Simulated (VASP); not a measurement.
A run of VASP 6.6.1 is set up as follows.

INCAR

```
SYSTEM = GaN
PREC = Accurate ; ENCUT = 520
EDIFF = 1E-7 ; ISMEAR = 0
SIGMA = 0.1 ; LREAL = .FALSE.
LASPH = .TRUE. ; NELM = 100
ALGO = Normal ; ISIF = 2
LWAVE = .FALSE. ; LCHARG = .TRUE.
GGA = PE ; LELF = .TRUE.
LVHAR = .TRUE. ; NBANDS = 16
```

File KPOINTS:

```
regular mesh
0
G
  6 6 4
  0 0 0
```

File POSCAR:

```
GaN
1.0
    3.0027301774     -0.0000000033      0.0000000000
   -1.5013650859      2.6004406160      0.0000000000
    0.0000000000      0.0000000000      2.6745605730
Ga N
1 1
Direct
    0.0000000000      0.0000000000      0.5000000000
    0.6666666667      0.3333333333      0.0000000000
```

Potentials or basis: VASP PAW PBE potentials, release 64 (Ga_d, N).

The run is started by

```sh
$ cat potpaw_PBE.64/Ga_d/POTCAR potpaw_PBE.64/N/POTCAR > POTCAR
$ mpirun -np 1 vasp_std > vasp.out
```

Task: Predict the band gap on the k mesh.

Result: Zero (bands 9 and 10 overlap by 0.97 eV).

Task: Predict the pressure.

Result: 0.7 GPa.

Caveat: the k points lie up to 0.59 Å⁻¹ apart, too coarse for converged energies and pressures of a metal.
